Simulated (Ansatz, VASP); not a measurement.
# One calculation of CdSe, two programs

File INCAR:

```
SYSTEM = CdSe
  ALGO = Normal
  EDIFF = 1E-6
  ENCUT = 520
  GGA = PE
  ISIF = 2
  ISMEAR = 0
  LASPH = .TRUE.
  LCHARG = .TRUE.
  LELF = .TRUE.
  LREAL = .FALSE.
  LVHAR = .TRUE.
  LWAVE = .FALSE.
  NBANDS = 16
  NELM = 60
  PREC = Accurate
  SIGMA = 0.012
```

The input KPOINTS:

```
k-points
0
G
  8 8 8
  0 0 0
```

POSCAR

```
CdSe
1.0
    0.0000000000      3.0702711986      3.0702711986
    3.0702711986      0.0000000000      3.0702711986
    3.0702711986      3.0702711986      0.0000000000
Cd Se
1 1
Direct
    0.0000000000      0.0000000000      0.0000000000
    0.2500000000      0.2500000000      0.2500000000
```

File input.yaml:

```yaml
crystal:
  lattice:
    - [0.0, 3.0702711986, 3.0702711986]
    - [3.0702711986, 0.0, 3.0702711986]
    - [3.0702711986, 3.0702711986, 0.0]
  atoms:
    - { symbol: Cd, position: [0.0, 0.0, 0.0] }
    - { symbol: Se, position: [0.25, 0.25, 0.25] }
kpoints:
  mp_grid: { grid: [8, 8, 8] }
scf:
  occupations: { method: gaussian, width: 0.012 }
hamiltonian:
  xc: pbe
  pseudopotentials: { kind: all_electron, lapw: { basis_error: 0.001 } }
output:
  forces: true
  stress: true
  eigenvalues: true
```

Alike in both runs: task single point; functional PBE; k mesh 8 × 8 × 8; occupations gaussian, width 0.012 eV; no spin polarisation.

|  | VASP | Ansatz |
| --- | --- | --- |
| version | VASP 6.6.1 | Ansatz 0.2.0 |
| potentials or method | VASP PAW PBE potentials, release 64 (Cd, Se), cutoff 520 eV | all-electron LAPW, scalar-relativistic |

```tsv
	VASP	Ansatz	Ansatz less VASP
gap on the k mesh at the Fermi level (eV)	0.55	0.55	+0.001
least direct gap on the mesh (eV)	0.55	0.55	+0.001
pressure (GPa)	1.6	1.3	-0.27
```

Ansatz ran all-electron here, and VASP with PAW potentials.
